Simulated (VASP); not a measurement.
Write the native input for VASP 6.6.1 that does the following.

```yaml
Task: single point
Functional: r2SCAN
Potentials_or_basis: VASP PAW PBE potentials, release 64 (Li_sv, H)
Cutoff: 520 eV
k_mesh: 10 × 10 × 10
Occupations: gaussian, width 0.05 eV
Spin: no spin polarisation
Dipole_correction: no
Further_INCAR_settings: ALGO = Normal; EDIFF = 1e-06; NBANDS = 9
```

LiH:

```
CELL_PARAMETERS angstrom
0.00000 1.99185 2.03250
2.03250 0.00000 2.03250
2.03250 1.99185 0.00000
ATOMIC_POSITIONS crystal
Li 0.00000 0.00000 0.00000
H 0.50000 0.50000 0.50000
```

This cell differs from its parent crystal: strain -0.0200 x Voigt [0, 1, 0, 0, 0, 0].

One way to write it, as run:

POSCAR

```
LiH
1.0
    0.0000000000      1.9918500000      2.0325000000
    2.0325000000      0.0000000000      2.0325000000
    2.0325000000      1.9918500000      0.0000000000
Li H
1 1
Direct
    0.0000000000      0.0000000000      0.0000000000
    0.5000000000      0.5000000000      0.5000000000
```

INCAR.step1

```
SYSTEM = LiH
PREC = Accurate ; ENCUT = 520
ISMEAR = 0 ; SIGMA = 0.05
LREAL = .False. ; LASPH = .True.
NELM = 60 ; NBANDS = 9
GGA = PE ; ALGO = Normal
EDIFF = 1E-4 ; LWAVE = .True.
LCHARG = .False.
```

INCAR.step2

```
SYSTEM = LiH
PREC = Accurate ; ENCUT = 520
EDIFF = 1E-6 ; ISMEAR = 0
SIGMA = 0.05 ; LREAL = .False.
LASPH = .True. ; NELM = 60
ALGO = Normal ; ISIF = 2
LWAVE = .False. ; LCHARG = .False.
METAGGA = R2SCAN ; LMIXTAU = .True.
NBANDS = 9 ; ISTART = 1
```

KPOINTS

```
regular mesh
0
Gamma
  10 10 10
  0 0 0
```

Potentials or basis: VASP PAW PBE potentials, release 64 (Li_sv, H).

Command:

```console
$ cat potpaw_PBE.64/Li_sv/POTCAR potpaw_PBE.64/H/POTCAR > POTCAR
$ cp INCAR.step1 INCAR
$ mpirun -np 1 vasp_std > vasp.out
$ cp INCAR.step2 INCAR
$ mpirun -np 1 vasp_std > vasp.out
```

It gave:

| Item | Value |
| --- | --- |
| Band gap on the k mesh | 3.40 eV (least direct gap 3.55 eV) |

Caveat: the cell differs from its parent crystal (strain -0.0200 x Voigt [0, 1, 0, 0, 0, 0]).

Run time: 76 s on 1 thread of Intel Xeon 8259CL, with other jobs on the host, peak memory 0.14 GiB.
